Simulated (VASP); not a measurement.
# LiBr (rocksalt type) (Fm-3m) in VASP: a series of runs

LiBr (rocksalt type) is run at these levels: PBE; tasks: single point.

Everything below comes from runs of VASP 6.6.1. Logs are shortened: lines on timing, memory, paths and dates and some standing lists are left out, and cuts for length are marked.

## 1. The cell of the first run

Symmetry: Fm-3m, No. 225, cubic system. Conventional cell: a = 5.115 Å, b = 5.115 Å, c = 5.115 Å, α = 90.00°, β = 90.00°, γ = 90.00°. Within 3.4 Å of Li (site symmetry m-3m) lie 6 Br at 2.56 Å. Within 3.4 Å of Br (site symmetry m-3m) lie 6 Li at 2.56 Å.

## 2. Single point, PBE (volume scaled by 0.8)

INCAR

```
SYSTEM = LiBr
PREC = Accurate ; ENCUT = 750
EDIFF = 1E-6 ; ISMEAR = -1
SIGMA = 0.05 ; LREAL = .FALSE.
LASPH = .TRUE. ; NELM = 120
ALGO = Normal ; ISIF = 2
LWAVE = .FALSE. ; LCHARG = .TRUE.
GGA = PE ; LELF = .TRUE.
LVHAR = .TRUE. ; NBANDS = 12
GGA_COMPAT = .FALSE.
```

KPOINTS

```
Automatic mesh
0
G
  13 13 13
  0 0 0
```

POSCAR

```
LiBr
1.0
    0.0000000000      2.5573223635      2.5573223635
    2.5573223635      0.0000000000      2.5573223635
    2.5573223635      2.5573223635      0.0000000000
Li Br
1 1
Direct
    0.0000000000      0.0000000000      0.0000000000
    0.5000000000      0.5000000000      0.5000000000
```

Potentials or basis: VASP PAW PBE potentials, release 64 (Li_sv, Br).

The run is started by

```bash
$ cat potpaw_PBE.64/Li_sv/POTCAR potpaw_PBE.64/Br/POTCAR > POTCAR
$ mpirun -np 1 vasp_std > vasp.out
```

OUTCAR:

```text
SYSTEM = LiBr
   PREC = Accurate
   ENCUT = 750
   EDIFF = 1E-6
   ISMEAR = -1
   LREAL = .FALSE.
   LASPH = .TRUE.
   NELM = 120
   ISIF = 2
   GGA = PE

 ion  position               nearest neighbor table
   1  0.000  0.000  0.000-   2 2.56   2 2.56   2 2.56   2 2.56   2 2.56   2 2.56
   2  0.500  0.500  0.500-   1 2.56   1 2.56   1 2.56   1 2.56   1 2.56   1 2.56

  LATTYP: Found a face centered cubic cell.
 ALAT       =     5.1146447270

  Lattice vectors:

 A1 = (   0.0000000000,   2.5573223635,   2.5573223635)
 A2 = (   2.5573223635,   0.0000000000,   2.5573223635)
 A3 = (   2.5573223635,   2.5573223635,   0.0000000000)

Analysis of symmetry for initial positions (statically):
=====================================================================
 Subroutine PRICEL returns:
 Original cell was already a primitive cell.

 Routine SETGRP: Setting up the symmetry group for a
 face centered cubic supercell.

 Subroutine GETGRP returns: Found 48 space group operations
 (whereof 48 operations were pure point group operations)
 out of a pool of 48 trial point group operations.

The static configuration has the point symmetry O_h .

Analysis of symmetry for dynamics (positions and initial velocities):
=====================================================================
 Subroutine PRICEL returns:
 Original cell was already a primitive cell.

 Routine SETGRP: Setting up the symmetry group for a
 face centered cubic supercell.

 Subroutine GETGRP returns: Found 48 space group operations
 (whereof 48 operations were pure point group operations)
 out of a pool of 48 trial point group operations.

The dynamic configuration has the point symmetry O_h .

 Subroutine INISYM returns: Found 48 space group operations
 (whereof 48 operations are pure point group operations),
 and found     1 'primitive' translations

----------------------------------------------------------------------------------------

                                     Primitive cell

  volume of cell :      33.4493

  direct lattice vectors                    reciprocal lattice vectors
     0.000000000  2.557322363  2.557322363    -0.195517001  0.195517001  0.195517001
     2.557322363  0.000000000  2.557322363     0.195517001 -0.195517001  0.195517001
     2.557322363  2.557322363  0.000000000     0.195517001  0.195517001 -0.195517001

  length of vectors
     3.616599970  3.616599970  3.616599970     0.338645380  0.338645380  0.338645380

  position of ions in fractional coordinates (direct lattice)
     0.000000000  0.000000000  0.000000000
     0.500000000  0.500000000  0.500000000

  ion indices of the primitive-cell ions
   primitive index   ion index
                 1           1
                 2           2

----------------------------------------------------------------------------------------

 KPOINTS: Automatic mesh

Automatic generation of k-mesh.
 Grid dimensions read from file:
 generate k-points for:   13   13   13

 Generating k-lattice:

  Cartesian coordinates                     Fractional coordinates (reciprocal lattice)
    -0.015039769  0.015039769  0.015039769     0.076923077  0.000000000  0.000000000
     0.015039769 -0.015039769  0.015039769     0.000000000  0.076923077  0.000000000
     0.015039769  0.015039769 -0.015039769     0.000000000  0.000000000  0.076923077

  Length of vectors
     0.026049645  0.026049645  0.026049645

  Shift w.r.t. Gamma in fractional coordinates (k-lattice)
     0.000000000  0.000000000  0.000000000

 Subroutine IBZKPT returns following result:
 ===========================================

 Found     84 irreducible k-points:

 Following reciprocal coordinates:
            Coordinates               Weight
  0.000000  0.000000  0.000000      1.000000
  0.076923  0.000000  0.000000      8.000000
  0.153846  0.000000  0.000000      8.000000
  0.230769  0.000000  0.000000      8.000000
  0.307692  0.000000  0.000000      8.000000
  0.384615  0.000000  0.000000      8.000000
[... 16 lines left out ...]
  0.384615  0.153846  0.000000     24.000000
  0.461538  0.153846  0.000000     24.000000
 [... further k-points ...]
   k-points           NKPTS =     84   k-points in BZ     NKDIM =     84   number of bands    NBANDS=     12
   number of dos      NEDOS =    301   number of ions     NIONS =      2
   total plane-waves  NPLWV =  32768
   dimension x,y,z NGX =    32 NGY =   32 NGZ =   32
   dimension x,y,z NGXF=    64 NGYF=   64 NGZF=   64
   ions per type =               1   1
   NGX,Y,Z   is equivalent  to a cutoff of  14.71, 14.71, 14.71 a.u.
   NGXF,Y,Z  is equivalent  to a cutoff of  29.42, 29.42, 29.42 a.u.
 SYSTEM =  LiBr
   PREC   = accura    normal or accurate (medium, high low for compatibility)
   ISTART =      0    job   : 0-new  1-cont  2-samecut
   ICHARG =      2    charge: 1-file 2-atom 10-const
   ISPIN  =      1    spin polarized calculation?
   LNONCOLLINEAR =      F non collinear calculations
   LSORBIT =      F    spin-orbit coupling
   LASPH  =      T    aspherical Exc in radial PAW
   ENCUT  =  750.0 eV  55.12 Ry    7.42 a.u.   8.08  8.08  8.08*2*pi/ulx,y,z
   NELM   =    120;   NELMIN=  2; NELMDL= -5     # of ELM steps
   EDIFF  = 0.1E-05   stopping-criterion for ELM
   LREAL  =      F    real-space projection
   EDIFFG = 0.1E-04   stopping-criterion for IOM
   NSW    =      0    number of steps for IOM
   IBRION =     -1    ionic relax: 0-MD 1-quasi-New 2-CG
   NFREE  =      0    steps in history (QN), initial steepest desc. (CG)
   ISIF   =      2    stress and relaxation
   ISYM   =      2    0-nonsym 1-usesym 2-fastsym
   POTIM  = 0.5000    time-step for ionic-motion
   TEBEG  =    0.0;   TEEND  =   0.0 temperature during run
   PSTRESS=    0.0 pullay stress
   NELECT =      10.0000    total number of electrons
   NUPDOWN=      -1.0000    fix difference up-down
   EMIN   =  10.00;   EMAX   =-10.00  energy-range for DOS
   EFERMI =   0.00;   METHOD = LEGACY
   ISMEAR =    -1;   SIGMA  =   0.05  broadening in eV -4-tet -1-fermi 0-gaus
   EFERMI_NEDOS =   21; number of points for ismear=-14 and -15
   IALGO  =     38    algorithm
   IMIX   =      4    mixing-type and parameters
     AMIX     =   0.40;   BMIX     =  1.00
     AMIX_MAG =   1.60;   BMIX_MAG =  1.00
  volume/ion in A,a.u.               =      16.72       112.86
  Fermi-wavevector in a.u.,A,eV,Ry     =   1.094660  2.068608 16.303604  1.198281
  Thomas-Fermi vector in A             =   2.230969
   LORBIT       =      0    0 simple, 1 ext, 2 COOP (PROOUT), +10 PAW based schemes
   GGA     = PE    functional components
   LHFCALC =     F    Hartree Fock is set to
   AEXX    =    0.0000 exact exchange contribution
   IVDW    =     0    specifies the selected vdW correction
   LEPSILON=     F    determine dielectric tensor
   LRPA    =     F    only Hartree local field effects (RPA)
 non-spin polarized calculation
  energy-cutoff  :      750.00
  volume of cell :       33.45
 maximum number of plane-waves:      1584
   NGX = 17   NGY = 17   NGZ = 17

 number of electron      10.0000002 magnetization

 Free energy of the ion-electron system (eV)
  ---------------------------------------------------
  ext. energy  EPLUGINS =         0.00000000
  ---------------------------------------------------
  free energy    TOTEN  =        -6.44145172 eV

  energy without entropy =       -6.44145172  energy(sigma->0) =       -6.44145172

 E-fermi :   3.1784     XC(G=0):  -9.3664

 val. band max:        2.0769840552   @ k =  -0.0769   0.0769   0.0000
 cond. band min:       7.7993955463   @ k =   0.4615   0.0000   0.0000
 fundamental gap:      5.7224114911
 Fermi energy:         3.1784329336

 k-point     1 :       0.0000    0.0000    0.0000
  band No.  band energies     occupation
      1     -42.1307      2.00000
      2     -12.2674      2.00000
      3       2.0657      2.00000
      4       2.0657      2.00000
      5       2.0657      2.00000
      6       8.1601      0.00000
      7      12.6732      0.00000
      8      12.6732      0.00000
      9      12.6732      0.00000
     10      15.2477      0.00000
     11      15.2477      0.00000
     12      15.2477      0.00000

 k-point     2 :       0.0769    0.0000    0.0000
  band No.  band energies     occupation
      1     -42.1306      2.00000
      2     -12.2280      2.00000
      3       1.7385      2.00000
      4       2.0406      2.00000
      5       2.0406      2.00000
      6       8.4073      0.00000
      7      12.3112      0.00000
      8      12.7354      0.00000
      9      12.7354      0.00000
     10      14.2689      0.00000
     11      14.2689      0.00000
     12      15.4436      0.00000

 k-point     3 :       0.1538    0.0000    0.0000
  band No.  band energies     occupation
      1     -42.1300      2.00000
      2     -12.1156      2.00000
      3       0.9550      2.00000
      4       1.9733      2.00000
      5       1.9733      2.00000
      6       8.7786      0.00000
      7      12.0242      0.00000
      8      12.4197      0.00000
      9      12.4197      0.00000
     10      13.9452      0.00000
     11      13.9452      0.00000
     12      15.7136      0.00000
[... 286 lines left out ...]
 k-point    23 :       0.3846    0.1538    0.0000
  band No.  band energies     occupation
      1     -42.1279      2.00000
      2     -11.5842      2.00000
      3      -1.0220      2.00000
      4       1.1390      2.00000
      5       1.2903      2.00000
      6       9.2386      0.00000
      7      10.2267      0.00000
      8      11.8774      0.00000
      9      12.3802      0.00000
     10      15.8315      0.00000
     11      18.1417      0.00000
     12      18.1865      0.00000

 k-point    24 :       0.4615    0.1538    0.0000
  band No.  band energies     occupation
      1     -42.1273      2.00000
      2     -11.4421      2.00000
      3      -1.5013      2.00000
      4       0.9082      2.00000
      5       1.3134      2.00000
      6       8.9076      0.00000
      7      10.1885      0.00000
      8      11.3039      0.00000
      9      13.6145      0.00000
     10      16.6146      0.00000
     11      19.0437      0.00000
     12      19.2155      0.00000

 [... further k-points ...]
[... 5 lines left out ...]
  --------------------------------------------------------------------------------------
  -------------------------------------------------------------------------------------
  Total        1.9422449      1.9422449      1.9422449      0.0000000      0.0000000     -0.0000000
  in kB       93.0310962     93.0310962     93.0310962      0.0000000      0.0000000     -0.0000000
  external PRESSURE =      93.0310962 kB  Pullay stress =       0.0000000 kB

 VOLUME and BASIS-vectors are now :
 -----------------------------------------------------------------------------
  energy-cutoff  :      750.00
  volume of cell :       33.45
      direct lattice vectors                 reciprocal lattice vectors
     0.000000000  2.557322363  2.557322363    -0.195517001  0.195517001  0.195517001
     2.557322363  0.000000000  2.557322363     0.195517001 -0.195517001  0.195517001
     2.557322363  2.557322363  0.000000000     0.195517001  0.195517001 -0.195517001

 POSITION                                       TOTAL-FORCE (eV/Angst)
 -----------------------------------------------------------------------------------
      0.00000      0.00000      0.00000        -0.000000     -0.000000     -0.000000
      2.55732      2.55732      2.55732         0.000000      0.000000      0.000000
 -----------------------------------------------------------------------------------
    total drift:                                0.000000     -0.000000      0.000000

  FREE ENERGIE OF THE ION-ELECTRON SYSTEM (eV)
  ---------------------------------------------------
  free  energy   TOTEN  =        -6.4414517248 eV

  energy  without entropy=       -6.4414517248  energy(sigma->0) =       -6.44145172
```

It took 51 s on 1 thread of AMD EPYC 7R43 (Zen 3), shared host; peak memory 0.17 GiB.

Results:

```yaml
Free_energy: -6.4415 eV
Pressure: 9.3 GPa
Band_gap_on_the_k_mesh: 5.72 eV, indirect (least direct gap 6.09 eV)
```

 A k mesh can miss the band edges.

(Continued in part 2 of 2.)
